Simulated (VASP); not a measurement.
Wanted: the native input for a VASP 6.6.1 run.

```
Task                   : single point
Functional             : PBE
Dispersion             : D3(BJ)
Potentials or basis    : VASP PAW PBE potentials, release 64 (S, Zr_sv)
Cutoff                 : 400 eV
k mesh                 : 9 × 9 × 1
Occupations            : gaussian, width 0.02 eV
Spin                   : no spin polarisation
Dipole correction      : yes
Further INCAR settings : ALGO = Normal; EDIFF = 1e-06; NBANDS = 19; NELMDL = -8
```

The structure of ZrS2 lies in POSCAR:

```
ZrS2
1.0
    3.7220000000      0.0000000000      0.0000000000
   -1.8610000000      3.2233465529      0.0000000000
    0.0000000000      0.0000000000     31.8416303012
S Zr
2 1
Direct
    0.6666666667      0.3333333333      0.4553885908
    0.3333333333      0.6666666667      0.5446114092
    0.0000000000      0.0000000000      0.5000000000
```

These files were run (other wordings do the same):

INCAR

```
SYSTEM = ZrS2
ALGO = Normal
DIPOL = 0.5 0.5 0.500
EDIFF = 1E-6
ENCUT = 400
GGA = PE
GGA_COMPAT = .FALSE.
IDIPOL = 3
ISIF = 2
ISMEAR = 0
IVDW = 12
LASPH = .TRUE.
LCHARG = .TRUE.
LDIPOL = .TRUE.
LELF = .TRUE.
LREAL = .FALSE.
LVACPOTAV = .TRUE.
LVHAR = .TRUE.
LWAVE = .FALSE.
NBANDS = 19
NELM = 120
NELMDL = -8
PREC = Accurate
SIGMA = 0.02
```

KPOINTS

```
k-points
0
G
  9 9 1
  0 0 0
```

Potentials or basis: VASP PAW PBE potentials, release 64 (S, Zr_sv).

Launch:

```sh
$ cat potpaw_PBE.64/S/POTCAR potpaw_PBE.64/Zr_sv/POTCAR > POTCAR
$ mpirun -np 1 vasp_std > vasp.out
```

Results of the run:

| Quantity | Value |
| --- | --- |
| Largest force | 0.046 eV/Å |
| Band gap on the k mesh | 1.36 eV (least direct gap 1.71 eV) |
| Dispersion energy per atom | -0.237 eV |

Wall time 3.1 min on 1 thread of Intel Xeon 8259CL (shared host), peak memory 0.37 GiB.
